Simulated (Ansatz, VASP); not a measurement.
Ru in VASP and in Ansatz

```
Ru
1.0
     2.73322    0.00000    0.00000
    -1.36661    2.36703    0.00000
     0.00000    0.00000    4.29991
Ru
2
Direct
  0.33333 0.66667 0.25000
  0.66667 0.33333 0.75000
```

Alike in both runs: task single point; functional revPBE; k mesh 22 × 22 × 12; occupations fermi-dirac, width 0.05 eV; collinear spin.

```csv
,VASP,Ansatz
version,VASP 6.6.1,Ansatz 0.2.0
potentials or method,"VASP PAW PBE potentials, release 64 (Ru_pv), cutoff 520 eV","plane waves (420 eV) with PAW, scalar-relativistic"
valence electrons in the cell,28,32
```

```tsv
	VASP	Ansatz	Ansatz less VASP
net moment per atom (μB)	0.00	0.00	0.000
```

VASP's potentials were made for PBE, not for revPBE. VASP's potentials hold 28 valence electrons a cell and Ansatz's 32, so a difference there can come from the potentials and not from the codes. Ansatz's warnings: seeded moment not kept.
